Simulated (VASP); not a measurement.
Crystal: B.

```xyz
12
Lattice="3.9647 -2.4122 0.0000 3.9647 2.4122 0.0000 0.0000 0.0000 4.4187" Properties=species:S:1:pos:R:3 pbc="T T T"
B     3.9647    1.3188    0.3050
B     3.9647   -1.3188    2.5143
B     3.9647    1.3188    1.9044
B     3.9647   -1.3188    4.1137
B     2.5857   -0.7546    1.9146
B     5.3437    0.7546    4.1240
B     5.3437   -0.7546    0.2947
B     2.5857    0.7546    2.5041
B     5.3437    0.7546    2.5041
B     2.5857   -0.7546    0.2947
B     2.5857    0.7546    4.1240
B     5.3437   -0.7546    1.9146
```

The cell was built from a structure type or drawn by symmetry, and may not be a known phase.

| Item | Value |
| --- | --- |
| Program | VASP 6.6.1 |
| Task | relaxation of cell and atoms |
| Functional | PBE |
| Potentials or basis | VASP PAW PBE potentials, release 64 (B) |
| Cutoff | 600 eV |
| k mesh | 4 × 4 × 4 |
| Occupations | gaussian, width 0.1 eV |
| Spin | no spin polarisation |

At the start: pressure 54.6 GPa; volume 7.04 Å³/atom.

Problem. How do energy, volume and symmetry change on relaxing?

Solution. Over 66 steps the energy falls by 759.5 meV/atom and the volume is 6.76 Å³/atom (-4.1 %); space group Cmcm (No. 63, to 0.1 Å) before and after.

The path:
```
step  energy change (eV)  largest force (eV/Å)  pressure (GPa)  volume (Å³)
   1              0.0000                1.5961           54.60        84.52
   3             -3.2095                0.5012           -0.77       104.19
   5             -3.6701                0.4503           -1.41       103.66
   7             -4.2291                1.4061            0.09       102.84
   9             -4.2730                1.9330            0.49       102.65
  11             -4.3452                2.1842            0.28       102.59
  13             -4.4876                3.1691           -0.27       102.29
  15             -5.0198                2.8910           -3.62       102.14
  17             -5.6963                2.9082          -15.67       100.83
  19             -6.0739                2.0417          -12.81       100.70
  21             -6.5315                2.7223           -6.73        95.41
  23             -6.9280                1.1833           -8.67        96.00
  25             -7.6078                1.1150           10.10        84.86
  27             -8.1165                0.8319            9.65        82.44
  29             -8.2818                0.3148            3.92        84.32
  31             -8.3227                0.8552           -0.47        85.77
  33             -8.6137                0.3719           -9.13        89.49
  35             -8.7915                0.4396           -3.55        87.00
  37             -8.9537                0.6958            1.25        82.85
  39             -8.9964                0.2527            1.96        82.03
  41             -9.0322                0.1856           -0.43        82.69
  43             -9.0409                0.0949           -0.25        82.68
  45             -9.0549                0.3286           -0.30        82.28
  47             -9.0592                0.4668           -0.19        82.12
  49             -9.0598                0.5623           -0.06        82.02
  51             -9.0615                0.6144            0.03        81.92
  53             -9.0618                0.6494            0.09        81.86
  55             -9.0693                0.5804            0.05        81.83
  57             -9.0933                0.2852           -0.10        81.68
  59             -9.1013                0.1811           -0.12        81.54
  61             -9.1092                0.1139           -0.49        81.46
  63             -9.1109                0.0707           -0.73        81.39
  65             -9.1136                0.0423            0.18        81.08
  66             -9.1141                0.0293            0.23        81.07
```

Final structure:
```
B
1.0
     4.44897   -1.67956    0.00000
     4.44897    1.67956    0.00000
     0.00000    0.00000    5.42495
B
12
Direct
  0.22290 0.77710 0.09389
  0.77710 0.22290 0.59389
  0.22290 0.77710 0.40611
  0.77710 0.22290 0.90611
  0.55731 0.10963 0.40623
  0.44269 0.89037 0.90623
  0.89037 0.44269 0.09377
  0.10963 0.55731 0.59377
  0.44269 0.89037 0.59377
  0.55731 0.10963 0.09377
  0.10963 0.55731 0.90623
  0.89037 0.44269 0.40623
```

Caveat: the k points lie up to 0.50 Å⁻¹ apart in the final cell, too coarse for converged energies and pressures of a metal; a cell axis changed by over 15 % at a fixed basis, so the end point is rough.
